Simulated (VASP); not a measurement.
# Li8Mg8H2N in VASP: a series of runs, part 2 of 2

VASP 6.6.1. The steps go on from the part before.

## 3. Single point, PBE

File INCAR:

```
SYSTEM = Li8Mg8H2N
PREC     = Accurate       ! precision mode
ENCUT    = 520            ! plane-wave cutoff, eV
EDIFF    = 1E-6           ! SCF threshold, eV
ISMEAR   = -1             ! smearing method
SIGMA    = 0.05           ! smearing width, eV
LREAL    = Auto         
LASPH    = .True.         ! aspherical terms in the spheres
NELM     = 100            ! most SCF steps
ALGO     = Normal         ! electronic algorithm
ISIF     = 2              ! what is computed and relaxed
LWAVE    = .False.        ! write WAVECAR
LCHARG   = .True.         ! write CHGCAR
GGA      = PE             ! functional
LELF     = .True.         ! ELF
LVHAR    = .True.       
NBANDS   = 38             ! bands
```

File KPOINTS:

```
Automatic mesh
0
Gamma
  2 2 1
  0 0 0
```

File POSCAR:

```
Li8Mg8H2N
1.0
    6.2169950000      0.0000000000      0.0000000000
   -3.1084980000      5.3840760000      0.0000000000
    0.0000000000      0.0000000000     21.5382020000
Li Mg N H
8 8 1 2
Direct
    0.0000000000      0.0000000000      0.0464291309
    0.0012347186     -0.0002971726      0.2791087204
    0.0000043527      0.4999929422      0.0464291309
    0.0049652302      0.5030946814      0.2816855372
    0.5000004021      0.0000000000      0.0464291309
    0.4971036833     -0.0038632441      0.2821033993
    0.4999886699      0.4999929422      0.0464291309
    0.4980155561      0.5010330463      0.2820383986
    0.3333373184      0.1666581230      0.1588015564
    0.3318974481      0.1659337647      0.3926883033
    0.3331783333      0.6666139185      0.1589872729
    0.3332838202      0.6674682898      0.4048388069
    0.8333823322      0.1668438558      0.1588201281
    0.8346590434      0.1680139731      0.3911097129
    0.8334014363      0.6665767719      0.1587690560
    0.8345919006      0.6670596775      0.3921172250
    0.3855302506      0.6943995590      0.5217102152
    0.5342713561      0.8129528632      0.5457930054
    0.2400426657      0.6026846575      0.5495398362
```

Potentials or basis: VASP PAW PBE potentials, release 64 (Li_sv, Mg, N, H).

The run is started by

```
$ cat potpaw_PBE.64/Li_sv/POTCAR potpaw_PBE.64/Mg/POTCAR potpaw_PBE.64/N/POTCAR potpaw_PBE.64/H/POTCAR > POTCAR
$ mpirun -np 1 vasp_std > vasp.out
```

Wall time 4.2 min (1 thread of Intel Xeon Platinum 8259CL at 2.50GHz (Skylake/Cascade Lake), shared host); peak memory 0.77 GiB.

Results (log left out):

```
Free energy            : -40.4052 eV
Largest force          : 3.458 eV/Å
Band gap on the k mesh : zero (an odd number of electrons rules out a gap without spin polarisation)
```

Forces on the atoms (eV/Å):
```
Li  -0.019 -0.001  0.191
Li   0.001 -0.001 -0.001
Li  -0.038 -0.030  0.176
Li   0.027  0.008 -0.003
Li   0.018  0.041  0.158
Li   0.008 -0.022 -0.019
Li   0.036 -0.008  0.153
Li  -0.014  0.007 -0.009
Mg  -0.002 -0.001  0.003
Mg  -0.044 -0.053  0.016
Mg  -0.001 -0.002  0.008
Mg   0.048  0.070  1.378
Mg   0.002  0.000  0.019
Mg   0.026  0.044 -0.054
Mg   0.000  0.000  0.000
Mg   0.060  0.030 -0.003
N   -0.004 -0.328 -3.443
H    0.660  0.792  0.652
H   -0.765 -0.548  0.778
```

Levels at points of the mesh, in eV from the Fermi level:
| k point | band 19 | band 20 | band 21 | band 22 | band 23 | band 24 | band 25 | band 26 |
| --- | --- | --- | --- | --- | --- | --- | --- | --- |
| (0.00, 0.00, 0.00) | -0.74 | -0.45 | -0.45 | -0.44 | -0.36 | -0.27 | -0.14 | -0.08 |
| (0.50, 0.00, 0.00) | -1.48 | -1.36 | -1.17 | -0.50 | -0.05 | 0.14 | 0.47 | 0.49 |
| (0.00, 0.50, 0.00) | -1.48 | -1.31 | -1.17 | -0.62 | 0.04 | 0.13 | 0.47 | 0.48 |
| (0.50, 0.50, 0.00) | -1.47 | -1.27 | -1.17 | -0.72 | 0.10 | 0.13 | 0.45 | 0.48 |

Caveat: the k points lie up to 0.58 Å⁻¹ apart, too coarse for converged energies and pressures of a metal; the cutoff is under 1.25 times the usual one of these potentials, so pressure, stress and relaxed cells hold a basis-set (Pulay) error; there is no dipole correction, which matters where the two faces differ.

## 4. Single point, PBE

File INCAR:

```
  PREC = Accurate
  ENCUT = 520
  EDIFF = 1E-7
  ISMEAR = -1
  SIGMA = 0.05
  LREAL = Auto
  LASPH = T
  NELM = 80
  ALGO = Normal
  ISIF = 2
  LWAVE = F
  LCHARG = F
  GGA = PE
  NBANDS = 38
```

File KPOINTS:

```
Automatic mesh
0
Gamma
  2 2 1
```

File POSCAR:

```
Li8Mg8H2N
1.0
    6.2169950000      0.0000000000      0.0000000000
   -3.1084980000      5.3840760000      0.0000000000
    0.0000000000      0.0000000000     21.5382020000
Li Mg N H
8 8 1 2
Direct
    0.0000000000      0.0000000000      0.0464291309
    0.0007017366     -0.0011701172      0.2751065293
    0.0000043527      0.4999929422      0.0464291309
    0.0104867229      0.5048405706      0.2764761887
    0.5000004021      0.0000000000      0.0464291309
    0.4963470591     -0.0089151788      0.2767501206
    0.4999886699      0.4999929422      0.0464291309
    0.4955181282      0.5028903752      0.2774697721
    0.3330031778      0.1664723901      0.1563825987
    0.3229091559      0.1611790027      0.3894754075
    0.3328324178      0.6663724658      0.1566379589
    0.2874847626      0.6516624208      0.3727655633
    0.8337900992      0.1670481620      0.1566936739
    0.8389750589      0.1721743898      0.3847117786
    0.8336427104      0.6665767719      0.1562479542
    0.8383717791      0.6701799900      0.3879711036
    0.4804924979      0.7157216949      0.4996563780
    0.6651011400      0.8258427258      0.5143279834
    0.3415969543      0.6315289754      0.5340232207
```

Potentials or basis: VASP PAW PBE potentials, release 64 (Li_sv, Mg, N, H).

The run is started by

```
$ cat potpaw_PBE.64/Li_sv/POTCAR potpaw_PBE.64/Mg/POTCAR potpaw_PBE.64/N/POTCAR potpaw_PBE.64/H/POTCAR > POTCAR
$ mpirun -np 1 vasp_std > vasp.out
```

OUTCAR:

```text
PREC = Accurate
   ENCUT = 520
   EDIFF = 1E-7
   ISMEAR = -1
   LREAL = Auto
   LASPH = T
   NELM = 80
   ISIF = 2
   GGA = PE

 ion  position               nearest neighbor table
   1  0.000  0.000  0.046-  15 2.97   9 2.97  13 2.98
   2  0.001  0.999  0.275-  14 2.97  16 3.01  10 3.01   9 3.12  15 3.12  13 3.12
   3  0.000  0.500  0.046-  15 2.97  11 2.97  13 2.98
   4  0.010  0.505  0.276-  12 2.55  14 2.94  16 3.01  11 3.11
   5  0.500  0.000  0.046-   9 2.97  11 2.98  13 2.98
   6  0.496  0.991  0.277-  12 2.77  14 2.97  10 3.05  11 3.12
   7  0.500  0.500  0.046-  15 2.97   9 2.97  11 2.98
[... 384 lines left out ...]
  Total        2.8883003      3.1175373     -6.6148331      0.1018726      0.2702066      0.3125865
  in kB        6.4187696      6.9282108    -14.7003721      0.2263949      0.6004895      0.6946718
  external PRESSURE =      -0.4511306 kB  Pullay stress =       0.0000000 kB

 VOLUME and BASIS-vectors are now :
 -----------------------------------------------------------------------------
  energy-cutoff  :      520.00
  volume of cell :      720.94
      direct lattice vectors                 reciprocal lattice vectors
     6.216995000  0.000000000  0.000000000     0.160849414  0.092866460  0.000000000
    -3.108498000  5.384076000  0.000000000     0.000000000  0.185732891  0.000000000
     0.000000000  0.000000000 21.538202000     0.000000000  0.000000000  0.046429131

 POSITION                                       TOTAL-FORCE (eV/Angst)
 -----------------------------------------------------------------------------------
      0.00000      0.00000      1.00000         0.006225      0.004557      0.138475
     -3.10050      5.37778      5.92530         0.044929      0.004667      0.073990
     -1.55420      2.69200      1.00000        -0.011365     -0.013302      0.127713
     -1.50410      2.71810      5.95480        -0.348562     -0.192123     -0.485356
      3.10850      0.00000      1.00000         0.004774      0.021934      0.107816
      0.00500      5.33608      5.96070         0.006412      0.206067     -0.188861
[... 11 lines left out ...]
      1.56780      4.44640     11.07770        -1.070076     -0.775341      0.342325
      0.16060      3.40020     11.50190         1.173783      0.844686     -0.570599
 -----------------------------------------------------------------------------------
    total drift:                               -0.001409     -0.000957      0.010967

  FREE ENERGIE OF THE ION-ELECTRON SYSTEM (eV)
  ---------------------------------------------------
  free  energy   TOTEN  =       -40.0320897544 eV

  energy  without entropy=      -39.9802406019  energy(sigma->0) =      -40.00616518
```

It took 4.4 min on 1 thread of Intel Xeon Platinum 8259CL at 2.50GHz (Skylake/Cascade Lake), shared host; peak memory 0.77 GiB.

What came out:

| Property | Result |
| --- | --- |
| Free energy | -40.0321 eV |
| Largest force | 1.969 eV/Å |
| Band gap on the k mesh | zero (an odd number of electrons rules out a gap without spin polarisation) |

Forces on the atoms (eV/Å):
```
Li   0.006  0.005  0.138
Li   0.045  0.005  0.074
Li  -0.011 -0.013  0.128
Li  -0.349 -0.192 -0.485
Li   0.005  0.022  0.108
Li   0.006  0.206 -0.189
Li   0.018 -0.012  0.103
Li   0.161 -0.074 -0.168
Mg   0.010  0.006  0.011
Mg   0.047  0.146  0.016
Mg  -0.007 -0.004  0.016
Mg   1.048  0.440  1.608
Mg  -0.013  0.009 -0.007
Mg  -0.301 -0.366  0.074
Mg   0.001 -0.018  0.013
Mg  -0.606 -0.097  0.128
N   -0.164 -0.131 -1.340
H   -1.070 -0.775  0.342
H    1.174  0.845 -0.571
```

Caveat: the k points lie up to 0.58 Å⁻¹ apart, too coarse for converged energies and pressures of a metal; the cutoff is under 1.25 times the usual one of these potentials, so pressure, stress and relaxed cells hold a basis-set (Pulay) error; there is no dipole correction, which matters where the two faces differ.

## 5. Summary

```csv
cell,gap on the mesh (eV),largest force (eV/Å)
"as given, atomic positions A",none,1.12
"as given, atomic positions B",none,3.46
"as given, atomic positions C",none,1.97
```

Alike in all rows: task single point; level PBE; potentials or basis VASP PAW PBE potentials, release 64 (Li_sv, Mg, N, H); no spin polarisation; k mesh 2 × 2 × 1; cutoff (eV) 520; smearing fermi-dirac 0.05 eV.

Caveats: all runs use coarse meshes; the cutoff is under 1.25 times the usual one of these potentials, so pressure, stress and relaxed cells hold a basis-set (Pulay) error; there is no dipole correction, which matters where the two faces differ.

Total energies depend on the potentials used, so only differences within one code and one set of settings carry meaning.
